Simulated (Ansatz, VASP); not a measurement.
# One calculation of TiC53, two programs

```
CELL_PARAMETERS angstrom
0.00000 5.35011 5.35011
5.35011 0.00000 5.35011
5.35011 5.35011 0.00000
ATOMIC_POSITIONS crystal
Ti 0.99963 0.00015 0.99993
C 0.00080 0.00132 0.33609
C 0.00080 0.00132 0.66144
C 0.00080 0.33628 0.00113
C 0.99878 0.33375 0.33356
C 0.00080 0.33629 0.66143
C 0.00080 0.66163 0.00113
C 0.00080 0.66163 0.33609
C 0.99999 0.66668 0.66649
C 0.33576 0.00132 0.00113
C 0.33322 0.99931 0.33356
C 0.33576 0.00133 0.66144
C 0.33322 0.33375 0.99912
C 0.33322 0.33375 0.33356
C 0.33318 0.33371 0.66638
C 0.33576 0.66163 0.00113
C 0.33318 0.66657 0.33352
C 0.33318 0.66657 0.66638
C 0.66111 0.00133 0.00113
C 0.66111 0.00132 0.33609
C 0.66616 0.00052 0.66649
C 0.66110 0.33628 0.00113
C 0.66605 0.33370 0.33351
C 0.66605 0.33371 0.66638
C 0.66616 0.66668 0.00033
C 0.66605 0.66658 0.33351
C 0.66616 0.66668 0.66649
C 0.09797 0.09850 0.09830
C 0.08180 0.08232 0.41776
C 0.09797 0.09850 0.70488
C 0.08180 0.41796 0.08213
C 0.08180 0.41796 0.41776
C 0.08385 0.41662 0.74959
C 0.09797 0.70509 0.09830
C 0.08385 0.74978 0.41643
C 0.08385 0.74978 0.74959
C 0.41743 0.08232 0.08213
C 0.41743 0.08233 0.41776
C 0.41610 0.08437 0.74959
C 0.41742 0.41795 0.08213
C 0.41636 0.41688 0.41669
C 0.41636 0.41688 0.74972
C 0.41610 0.74978 0.08418
C 0.41636 0.74991 0.41669
C 0.41610 0.74978 0.74959
C 0.70458 0.09849 0.09829
C 0.74926 0.08437 0.41643
C 0.74925 0.08437 0.74959
C 0.74926 0.41663 0.08418
C 0.74939 0.41688 0.41669
C 0.74925 0.41662 0.74959
C 0.74926 0.74979 0.08418
C 0.74926 0.74978 0.41643
C 0.74961 0.75014 0.74995
```

Alike in both runs: task single point; functional PBE; k mesh 2 × 2 × 2; occupations gaussian, width 0.05 eV; collinear spin.

|  | VASP | Ansatz |
| --- | --- | --- |
| version | VASP 6.6.1 | Ansatz 0.2.0 |
| potentials or method | VASP PAW PBE potentials, release 64 (Ti_sv, C), cutoff 520 eV | scalar-relativistic, plane waves, PAW |
| valence electrons in the cell | 224 | 224 |

Ansatz gave:

* gap on the k mesh at the Fermi level (eV): 2.31
* rms of the force components (eV/Å): 0.001

Problem. Estimate VASP's values.

Solution. gap on the k mesh at the Fermi level (eV): 2.30; rms of the force components (eV/Å): 0.018.

Atom by atom the forces differ by 0.019 eV/Å (rms over components). With one functional, cell and mesh, what is left measures potentials, basis and numerics. Ansatz's warnings: near symmetry operation missed by atoms, structure snapped to symmetry.

The k mesh is coarse, so the values compare programs but aren't converged.
